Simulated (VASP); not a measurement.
The system is Cd.

```
Cd
1.0
     2.97887    0.00000    0.00000
    -1.48944    2.57978    0.00000
     0.00000    0.00000    5.61765
Cd
2
Direct
  0.33333 0.66667 0.25000
  0.66667 0.33333 0.75000
```

Base run:

| Item | Value |
| --- | --- |
| Program | VASP 6.6.1 |
| Functional | PBEsol |
| Potentials or basis | VASP PAW PBE potentials, release 64 (Cd) |
| Cutoff | 520 eV |
| k mesh | 14 × 14 × 7 |
| Occupations | fermi-dirac, width 0.05 eV |
| Spin | no spin polarisation |

Its results: band gap on the k mesh zero (bands 12 and 13 overlap by 4.33 eV); pressure -1.1 GPa.

Q: The run is repeated on the same cell with these changes: functional from PBEsol to PBE. What comes out?

A: Band gap on the k mesh zero (bands 12 and 13 overlap by 4.34 eV); pressure 3.3 GPa.

PBE binds less tightly than PBEsol, so the same cell stands under more pressure.

Caveats: the PAW data sets were made with another functional, which shifts forces and pressure a little (at least some runs); the cell stands under pressure (at least some runs).
